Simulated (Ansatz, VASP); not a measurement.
## ZrC: VASP beside Ansatz

```
Zr C
1.0
     0.00000    2.37171    2.37171
     2.37171    0.00000    2.37171
     2.37171    2.37171    0.00000
Zr C
1 1
Direct
  0.50000 0.50000 0.50000
  0.00000 0.00000 0.00000
```

Alike in both runs: functional r2SCAN; k mesh 12 × 12 × 12; occupations fermi-dirac, width 0.1 eV; no spin polarisation.

Ansatz relaxed the structure, and its values are those at the end. VASP's run is a single point on that final structure, the one shown.

|  | VASP | Ansatz |
| --- | --- | --- |
| version | VASP 6.6.1 | Ansatz 0.2.0 |
| potentials or method | VASP PAW PBE potentials, release 64 (Zr_sv, C), cutoff 520 eV | PAW plane waves |
| valence electrons in the cell | 16 | 16 |

```csv
,VASP,Ansatz,Ansatz less VASP
pressure (GPa),-4.2,-4.4,-0.18
```

VASP's potentials were made for PBE, not for r2SCAN. The functional is the same, so the differences come from potentials, cutoffs and numerics. Ansatz's warnings: stress scf threshold loose.
